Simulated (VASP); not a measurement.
# ZnS (Cm) in VASP: notebook, part 2 of 2

VASP 6.6.1. Earlier steps stand in the parts before.

## 3. Single point, PBE (atom 1 (Zn) moved by (-0.225, -0.450) A along [1 1 0] and z)

Input file INCAR:

```
ALGO = Normal ; EDIFF = 1E-6
ENCUT = 520 ; GGA = PE
ISIF = 2 ; ISMEAR = 0
LASPH = T ; LCHARG = F
LREAL = F ; LWAVE = F
NBANDS = 16 ; NELM = 80
PREC = Accurate ; SIGMA = 0.05
```

Input file KPOINTS:

```
k-points
0
Gamma
  10 10 10
```

Input file POSCAR:

```
ZnS
1.0
    0.0000000000      2.7046500000      2.7046500000
    2.7046500000      0.0000000000      2.7046500000
    2.7046500000      2.7046500000      0.0000000000
Zn S
1 1
Direct
   -0.0831900616     -0.0831900616      0.0243658049
    0.7500000000      0.7500000000      0.7500000000
```

Potentials or basis: VASP PAW PBE potentials, release 64 (Zn, S).

Run with:

```sh
cat potpaw_PBE.64/Zn/POTCAR potpaw_PBE.64/S/POTCAR > POTCAR
mpirun -np 1 vasp_std > vasp.out
```

OUTCAR:

```text
EDIFF = 1E-6
   ENCUT = 520
   GGA = PE
   ISIF = 2
   ISMEAR = 0
   LASPH = T
   LREAL = F
   NELM = 80
   PREC = Accurate

 ion  position               nearest neighbor table
   1  0.917  0.917  0.024-   2 1.91   2 2.32   2 2.64   2 2.64
   2  0.750  0.750  0.750-   1 1.91   1 2.32   1 2.64   1 2.64

  LATTYP: Found a face centered cubic cell.
 ALAT       =     5.4093000000

  Lattice vectors:

 A1 = (   0.0000000000,   2.7046500000,   2.7046500000)
 A2 = (   2.7046500000,   0.0000000000,   2.7046500000)
 A3 = (   2.7046500000,   2.7046500000,   0.0000000000)

Analysis of symmetry for initial positions (statically):
=====================================================================
 Subroutine PRICEL returns:
 Original cell was already a primitive cell.

 Routine SETGRP: Setting up the symmetry group for a
 face centered cubic supercell.

 Subroutine GETGRP returns: Found  2 space group operations
 (whereof  2 operations were pure point group operations)
 out of a pool of 48 trial point group operations.

The static configuration has the point symmetry C_1h.

Analysis of symmetry for dynamics (positions and initial velocities):
=====================================================================
 Subroutine PRICEL returns:
 Original cell was already a primitive cell.

 Routine SETGRP: Setting up the symmetry group for a
 face centered cubic supercell.

 Subroutine GETGRP returns: Found  2 space group operations
 (whereof  2 operations were pure point group operations)
 out of a pool of 48 trial point group operations.

The dynamic configuration has the point symmetry C_1h.

 Subroutine INISYM returns: Found  2 space group operations
 (whereof  2 operations are pure point group operations),
 and found     1 'primitive' translations

----------------------------------------------------------------------------------------

                                     Primitive cell

  volume of cell :      39.5697

  direct lattice vectors                    reciprocal lattice vectors
     0.000000000  2.704650000  2.704650000    -0.184866803  0.184866803  0.184866803
     2.704650000  0.000000000  2.704650000     0.184866803 -0.184866803  0.184866803
     2.704650000  2.704650000  0.000000000     0.184866803  0.184866803 -0.184866803

  length of vectors
     3.824952711  3.824952711  3.824952711     0.320198696  0.320198696  0.320198696

  position of ions in fractional coordinates (direct lattice)
     0.916809938  0.916809938  0.024365805
     0.750000000  0.750000000  0.750000000

  ion indices of the primitive-cell ions
   primitive index   ion index
                 1           1
                 2           2

----------------------------------------------------------------------------------------

 KPOINTS: k-points

Automatic generation of k-mesh.
 Grid dimensions read from file:
 generate k-points for:   10   10   10

 Generating k-lattice:

  Cartesian coordinates                     Fractional coordinates (reciprocal lattice)
    -0.018486680  0.018486680  0.018486680     0.100000000  0.000000000  0.000000000
     0.018486680 -0.018486680  0.018486680     0.000000000  0.100000000  0.000000000
     0.018486680  0.018486680 -0.018486680     0.000000000  0.000000000  0.100000000

  Length of vectors
     0.032019870  0.032019870  0.032019870

  Shift w.r.t. Gamma in fractional coordinates (k-lattice)
     0.000000000  0.000000000  0.000000000

 Subroutine IBZKPT returns following result:
 ===========================================

 Found    282 irreducible k-points:

 Following reciprocal coordinates:
            Coordinates               Weight
  0.000000  0.000000  0.000000      1.000000
  0.100000  0.000000  0.000000      4.000000
  0.000000  0.000000  0.100000      2.000000
  0.100000  0.100000  0.100000      2.000000
  0.200000  0.000000  0.000000      4.000000
  0.000000  0.000000  0.200000      2.000000
[... 16 lines left out ...]
  0.200000  0.100000  0.200000      4.000000
  0.100000 -0.100000 -0.100000      4.000000
 [... further k-points ...]
   k-points           NKPTS =    282   k-points in BZ     NKDIM =    282   number of bands    NBANDS=     16
   number of dos      NEDOS =    301   number of ions     NIONS =      2
   total plane-waves  NPLWV =  21952
   dimension x,y,z NGX =    28 NGY =   28 NGZ =   28
   dimension x,y,z NGXF=    56 NGYF=   56 NGZF=   56
   ions per type =               1   1
   NGX,Y,Z   is equivalent  to a cutoff of  12.17, 12.17, 12.17 a.u.
   NGXF,Y,Z  is equivalent  to a cutoff of  24.34, 24.34, 24.34 a.u.
 SYSTEM =  unknown system
   PREC   = accura    normal or accurate (medium, high low for compatibility)
   ISTART =      0    job   : 0-new  1-cont  2-samecut
   ICHARG =      2    charge: 1-file 2-atom 10-const
   ISPIN  =      1    spin polarized calculation?
   LNONCOLLINEAR =      F non collinear calculations
   LSORBIT =      F    spin-orbit coupling
   LASPH  =      T    aspherical Exc in radial PAW
   ENCUT  =  520.0 eV  38.22 Ry    6.18 a.u.   7.11  7.11  7.11*2*pi/ulx,y,z
   NELM   =     80;   NELMIN=  2; NELMDL= -5     # of ELM steps
   EDIFF  = 0.1E-05   stopping-criterion for ELM
   LREAL  =      F    real-space projection
   EDIFFG = 0.1E-04   stopping-criterion for IOM
   NSW    =      0    number of steps for IOM
   IBRION =     -1    ionic relax: 0-MD 1-quasi-New 2-CG
   NFREE  =      0    steps in history (QN), initial steepest desc. (CG)
   ISIF   =      2    stress and relaxation
   ISYM   =      2    0-nonsym 1-usesym 2-fastsym
   POTIM  = 0.5000    time-step for ionic-motion
   TEBEG  =    0.0;   TEEND  =   0.0 temperature during run
   PSTRESS=    0.0 pullay stress
   NELECT =      18.0000    total number of electrons
   NUPDOWN=      -1.0000    fix difference up-down
   EMIN   =  10.00;   EMAX   =-10.00  energy-range for DOS
   EFERMI =   0.00;   METHOD = LEGACY
   ISMEAR =     0;   SIGMA  =   0.05  broadening in eV -4-tet -1-fermi 0-gaus
   EFERMI_NEDOS =   21; number of points for ismear=-14 and -15
   IALGO  =     38    algorithm
   IMIX   =      4    mixing-type and parameters
     AMIX     =   0.40;   BMIX     =  1.00
     AMIX_MAG =   1.60;   BMIX_MAG =  1.00
  volume/ion in A,a.u.               =      19.78       133.51
  Fermi-wavevector in a.u.,A,eV,Ry     =   1.259055  2.379268 21.568210  1.585219
  Thomas-Fermi vector in A             =   2.392634
   LORBIT       =      0    0 simple, 1 ext, 2 COOP (PROOUT), +10 PAW based schemes
   GGA     = PE    functional components
   LHFCALC =     F    Hartree Fock is set to
   AEXX    =    0.0000 exact exchange contribution
   IVDW    =     0    specifies the selected vdW correction
   LEPSILON=     F    determine dielectric tensor
   LRPA    =     F    only Hartree local field effects (RPA)
 non-spin polarized calculation
 Gauss-broadening in eV      SIGMA  =   0.05
  energy-cutoff  :      520.00
  volume of cell :       39.57
 maximum number of plane-waves:      1090
   NGX = 15   NGY = 15   NGZ = 15

 number of electron      17.9999998 magnetization

 Free energy of the ion-electron system (eV)
  ---------------------------------------------------
  ext. energy  EPLUGINS =         0.00000000
  ---------------------------------------------------
  free energy    TOTEN  =        -5.72378638 eV

  energy without entropy =       -5.72378638  energy(sigma->0) =       -5.72378638

 E-fermi :   2.5430     XC(G=0):  -9.6018

 val. band max:        2.3045405725   @ k =   0.0000   0.0000   0.0000
 cond. band min:       4.2929824493   @ k =   0.0000   0.0000   0.0000
 fundamental gap:      1.9884418768
 Fermi energy:         2.5430446349

 k-point     1 :       0.0000    0.0000    0.0000
  band No.  band energies     occupation
      1     -11.3707      2.00000
      2      -5.1070      2.00000
      3      -4.7688      2.00000
      4      -4.5664      2.00000
      5      -4.2539      2.00000
      6      -4.2073      2.00000
[... 8 lines left out ...]
     15      13.7461      0.00000
     16      13.8277      0.00000
[... 419 lines left out ...]
 k-point    24 :       0.1000   -0.1000   -0.1000
  band No.  band energies     occupation
      1     -11.1394      2.00000
      2      -5.0810      2.00000
      3      -4.7289      2.00000
      4      -4.5856      2.00000
      5      -4.2467      2.00000
      6      -4.1835      2.00000
[... 8 lines left out ...]
     15      14.0646      0.00000
     16      15.2317      0.00000

 [... further k-points ...]

------------------------ aborting loop because EDIFF is reached ----------------------------------------

  FORCE on cell =-STRESS in cart. coord.  units (eV):
  Direction    XX          YY          ZZ          XY          YZ          ZX
  --------------------------------------------------------------------------------------
  -------------------------------------------------------------------------------------
  Total        3.9972251      3.9972251      1.9941497      4.3668303      3.0826237      3.0826244
  in kB      161.8474923    161.8474923     80.7430454    176.8127911    124.8153158    124.8153435
  external PRESSURE =     134.8126767 kB  Pullay stress =       0.0000000 kB

 VOLUME and BASIS-vectors are now :
 -----------------------------------------------------------------------------
  energy-cutoff  :      520.00
  volume of cell :       39.57
      direct lattice vectors                 reciprocal lattice vectors
     0.000000000  2.704650000  2.704650000    -0.184866803  0.184866803  0.184866803
     2.704650000  0.000000000  2.704650000     0.184866803 -0.184866803  0.184866803
     2.704650000  2.704650000  0.000000000     0.184866803  0.184866803 -0.184866803

 POSITION                                       TOTAL-FORCE (eV/Angst)
 -----------------------------------------------------------------------------------
      2.54555      2.54555      4.95930         3.793815      3.793815      3.601315
      4.05697      4.05697      4.05697        -3.793815     -3.793815     -3.601315
 -----------------------------------------------------------------------------------
    total drift:                               -0.000600     -0.000600     -0.000355

  FREE ENERGIE OF THE ION-ELECTRON SYSTEM (eV)
  ---------------------------------------------------
  free  energy   TOTEN  =        -5.7237863800 eV

  energy  without entropy=       -5.7237863800  energy(sigma->0) =       -5.72378638
```

OSZICAR:

```text
N       E                     dE             d eps       ncg     rms          rms(c)
DAV:   1     0.861860711348E+02    0.86186E+02   -0.78419E+03  9024   0.130E+03
DAV:   2    -0.948257724999E+00   -0.87134E+02   -0.81664E+02 10456   0.254E+02
DAV:   3    -0.629702313067E+01   -0.53488E+01   -0.53301E+01 11320   0.619E+01
DAV:   4    -0.635108470171E+01   -0.54062E-01   -0.54053E-01 11224   0.648E+00
DAV:   5    -0.635174641294E+01   -0.66171E-03   -0.66170E-03 11456   0.684E-01    0.931E+00
DAV:   6    -0.575880271765E+01    0.59294E+00   -0.10675E+00 13592   0.372E+01    0.681E+00
DAV:   7    -0.572653904655E+01    0.32264E-01   -0.42198E-01 11776   0.600E+00    0.338E+00
DAV:   8    -0.572375496067E+01    0.27841E-02   -0.10714E-02 10976   0.153E+00    0.109E+00
DAV:   9    -0.572362339905E+01    0.13156E-03   -0.25967E-03 11320   0.425E-01    0.140E-01
DAV:  10    -0.572373300824E+01   -0.10961E-03   -0.15418E-04 11544   0.105E-01    0.534E-02
DAV:  11    -0.572378364160E+01   -0.50633E-04   -0.42461E-05 10952   0.644E-02    0.731E-03
DAV:  12    -0.572378618741E+01   -0.25458E-05   -0.52538E-06 12128   0.338E-02    0.465E-03
DAV:  13    -0.572378638002E+01   -0.19261E-06   -0.74724E-07  8704   0.102E-02
   1 F= -.57237864E+01 E0= -.57237864E+01  d E =-.370339E-14
```

Run time: 2.6 min. Hardware: 1 thread of Intel Xeon Platinum 8259CL at 2.50GHz (Skylake/Cascade Lake), shared host; peak memory 0.29 GiB.

Results:

```yaml
Free_energy: -5.7238 eV
Pressure: 13.5 GPa
Largest_force: 6.462 eV/Å
Band_gap_on_the_k_mesh: 1.99 eV, direct
```

Forces on the atoms (eV/Å):
```
Zn   3.794  3.794  3.601
S   -3.794 -3.794 -3.601
```

Caveat: the cell differs from its parent crystal (atom 1 (Zn) moved by (-0.225, -0.450) A along [1 1 0] and z); forces of over 1 eV/Å act on the atoms, so gaps and moduli don't describe the material at rest.

## 4. Single point, PBE (atom 1 (Zn) moved by (-0.225, +0.000) A along [1 1 0] and z)

Input file INCAR:

```
PREC = Accurate
ENCUT = 520
EDIFF = 1E-7
ISMEAR = 0
SIGMA = 0.05
LREAL = False
LASPH = True
NELM = 80
ALGO = Normal
ISIF = 2
LWAVE = False
LCHARG = False
GGA = PE
NBANDS = 16
```

Input file KPOINTS:

```
regular mesh
0
Gamma
  10 10 10
```

POSCAR: that of step 3 with these lines changed.

```diff
@@ -8,3 +8,3 @@
 Direct
-   -0.0831900616     -0.0831900616      0.0243658049
+    0.0000000000      0.0000000000     -0.0588242567
     0.7500000000      0.7500000000      0.7500000000
```

Potentials or basis: VASP PAW PBE potentials, release 64 (Zn, S).

Run with:

```sh
cat potpaw_PBE.64/Zn/POTCAR potpaw_PBE.64/S/POTCAR > POTCAR
mpirun -np 1 vasp_std > vasp.out
```

OUTCAR:

```text
PREC = Accurate
   ENCUT = 520
   EDIFF = 1E-7
   ISMEAR = 0
   LREAL = False
   LASPH = True
   NELM = 80
   ISIF = 2
   GGA = PE

 ion  position               nearest neighbor table
   1  0.000  0.000  0.941-   2 2.16   2 2.35   2 2.35   2 2.53
   2  0.750  0.750  0.750-   1 2.16   1 2.35   1 2.35   1 2.53

  LATTYP: Found a face centered cubic cell.
 ALAT       =     5.4093000000

  Lattice vectors:

 A1 = (   0.0000000000,   2.7046500000,   2.7046500000)
 A2 = (   2.7046500000,   0.0000000000,   2.7046500000)
 A3 = (   2.7046500000,   2.7046500000,   0.0000000000)

Analysis of symmetry for initial positions (statically):
=====================================================================
 Subroutine PRICEL returns:
 Original cell was already a primitive cell.

 Routine SETGRP: Setting up the symmetry group for a
 face centered cubic supercell.

 Subroutine GETGRP returns: Found  2 space group operations
 (whereof  2 operations were pure point group operations)
 out of a pool of 48 trial point group operations.

The static configuration has the point symmetry C_1h.

Analysis of symmetry for dynamics (positions and initial velocities):
=====================================================================
 Subroutine PRICEL returns:
 Original cell was already a primitive cell.

 Routine SETGRP: Setting up the symmetry group for a
 face centered cubic supercell.

 Subroutine GETGRP returns: Found  2 space group operations
 (whereof  2 operations were pure point group operations)
 out of a pool of 48 trial point group operations.

The dynamic configuration has the point symmetry C_1h.

 Subroutine INISYM returns: Found  2 space group operations
 (whereof  2 operations are pure point group operations),
 and found     1 'primitive' translations

----------------------------------------------------------------------------------------

                                     Primitive cell
[... 109 lines left out ...]
   IMIX   =      4    mixing-type and parameters
     AMIX     =   0.40;   BMIX     =  1.00
     AMIX_MAG =   1.60;   BMIX_MAG =  1.00
  volume/ion in A,a.u.               =      19.78       133.51
  Fermi-wavevector in a.u.,A,eV,Ry     =   1.259055  2.379268 21.568210  1.585219
  Thomas-Fermi vector in A             =   2.392634
   LORBIT       =      0    0 simple, 1 ext, 2 COOP (PROOUT), +10 PAW based schemes
   GGA     = PE    functional components
   LHFCALC =     F    Hartree Fock is set to
   AEXX    =    0.0000 exact exchange contribution
   IVDW    =     0    specifies the selected vdW correction
   LEPSILON=     F    determine dielectric tensor
   LRPA    =     F    only Hartree local field effects (RPA)
 non-spin polarized calculation
 Gauss-broadening in eV      SIGMA  =   0.05
  energy-cutoff  :      520.00
  volume of cell :       39.57
 maximum number of plane-waves:      1090
   NGX = 15   NGY = 15   NGZ = 15

 number of electron      18.0000001 magnetization

 Free energy of the ion-electron system (eV)
  ---------------------------------------------------
  ext. energy  EPLUGINS =         0.00000000
  ---------------------------------------------------
  free energy    TOTEN  =        -6.69639195 eV

  energy without entropy =       -6.69639195  energy(sigma->0) =       -6.69639195

 E-fermi :   2.4283     XC(G=0):  -9.6148

 val. band max:        2.1842440452   @ k =   0.0000   0.0000   0.0000
 cond. band min:       4.2073426197   @ k =   0.0000   0.0000   0.0000
 fundamental gap:      2.0230985745
 Fermi energy:         2.4282708371

 k-point     1 :       0.0000    0.0000    0.0000
  band No.  band energies     occupation
      1     -11.0903      2.00000
      2      -4.4951      2.00000
      3      -4.3429      2.00000
      4      -4.1805      2.00000
      5      -3.8451      2.00000
      6      -3.8356      2.00000
[... 433 lines left out ...]
      3      -4.3289      2.00000
      4      -4.1528      2.00000
      5      -3.8549      2.00000
      6      -3.8225      2.00000
[... 8 lines left out ...]
     15      13.8985      0.00000
     16      15.5303      0.00000

 [... further k-points ...]

------------------------ aborting loop because EDIFF is reached ----------------------------------------

  FORCE on cell =-STRESS in cart. coord.  units (eV):
  Direction    XX          YY          ZZ          XY          YZ          ZX
  --------------------------------------------------------------------------------------
  -------------------------------------------------------------------------------------
  Total        0.7223960      0.7223960      0.9706594      0.5212416      0.9937951      0.9937954
  in kB       29.2497864     29.2497864     39.3019642     21.1050540     40.2387251     40.2387386
  external PRESSURE =      32.6005124 kB  Pullay stress =       0.0000000 kB

 VOLUME and BASIS-vectors are now :
 -----------------------------------------------------------------------------
  energy-cutoff  :      520.00
  volume of cell :       39.57
      direct lattice vectors                 reciprocal lattice vectors
     0.000000000  2.704650000  2.704650000    -0.184866803  0.184866803  0.184866803
     2.704650000  0.000000000  2.704650000     0.184866803 -0.184866803  0.184866803
     2.704650000  2.704650000  0.000000000     0.184866803  0.184866803 -0.184866803

 POSITION                                       TOTAL-FORCE (eV/Angst)
 -----------------------------------------------------------------------------------
      2.54555      2.54555      0.00000         0.994843      0.994843      0.599289
      4.05697      4.05697      4.05697        -0.994843     -0.994843     -0.599289
 -----------------------------------------------------------------------------------
    total drift:                               -0.000196     -0.000196      0.000079

  FREE ENERGIE OF THE ION-ELECTRON SYSTEM (eV)
  ---------------------------------------------------
  free  energy   TOTEN  =        -6.6963919499 eV

  energy  without entropy=       -6.6963919499  energy(sigma->0) =       -6.69639195
```

Run time: 3.2 min. Hardware: 1 thread of Intel Xeon Platinum 8259CL at 2.50GHz (Skylake/Cascade Lake), shared host; peak memory 0.29 GiB.

What came out:

| Quantity | Value |
| --- | --- |
| Free energy | -6.6964 eV |
| Pressure | 3.3 GPa |
| Largest force | 1.529 eV/Å |
| Band gap on the k mesh | 2.02 eV, direct |

Forces in eV/Å, atoms in the order of the input:
```
Zn   0.995  0.995  0.599
S   -0.995 -0.995 -0.599
```

Stress tensor (GPa, compression positive):
```
2.92 2.11 4.02
2.11 2.92 4.02
4.02 4.02 3.93
```

Levels at points of the mesh, in eV from the valence-band top:
```
           k point  band 7  band 8  band 9  band 10  band 11  band 12
(0.00, 0.00, 0.00)   -0.38   -0.06    0.00     2.02     6.22     6.35
(0.50, 0.00, 0.00)   -5.30   -1.31   -0.60     3.20     6.22     7.51
(0.00, 0.00, 0.50)   -4.92   -1.11   -0.66     2.94     6.21     6.99
(0.50, 0.50, 0.50)   -5.66   -1.27   -0.84     3.50     6.69     7.44
(0.50, 0.50, 0.00)   -4.69   -2.36   -2.13     3.22     3.92    10.79
(0.00, 0.50, 0.50)   -4.63   -2.35   -2.21     3.13     4.07    10.77
```

Caveat: the cell differs from its parent crystal (atom 1 (Zn) moved by (-0.225, +0.000) A along [1 1 0] and z); forces of over 1 eV/Å act on the atoms, so gaps and moduli don't describe the material at rest.
